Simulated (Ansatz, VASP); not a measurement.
**One calculation of BN, two programs**

```
B N
1.0
     1.15281    0.66558    3.55848
    -1.15281    0.66558    3.55848
     0.00000   -1.33115    3.55848
B N
1 1
Direct
  0.99970 0.99970 0.99970
  0.33274 0.33274 0.33274
```

Change from the starting cell: strain -0.080 along x and y, +0.080 along z, atoms carried along.

Alike in both runs: task single point; functional PBE; dispersion D3(BJ); k mesh 12 × 12 × 12; occupations gaussian, width 0.05 eV; no spin polarisation.

|  | VASP | Ansatz |
| --- | --- | --- |
| version | VASP 6.6.1 | Ansatz 0.2.0 |
| potentials or method | VASP PAW PBE potentials, release 64 (B, N), cutoff 520 eV | scalar-relativistic, plane waves, PAW |
| valence electrons in the cell | 8 | 8 |

Ansatz gave:

```
gap on the k mesh at the Fermi level (eV)                     : 4.60
least direct gap on the mesh (eV)                             : 5.30
pressure (GPa)                                                : 79.8
traceless stress, the component that is largest in VASP (GPa) : -81.95
rms of the force components (eV/Å)                            : 0.012
```

What did VASP give for the same quantities?

gap on the k mesh at the Fermi level (eV): 4.59; least direct gap on the mesh (eV): 5.30; pressure (GPa): 79.9; traceless stress, the component that is largest in VASP (GPa): -82.32; rms of the force components (eV/Å): 0.012.

Atom by atom the forces differ by 0.000 eV/Å (rms over components). Both programs put the cell under a high pressure, so it lies far from rest at this level.

Noted on VASP's run: the cell as given lies far from equilibrium.
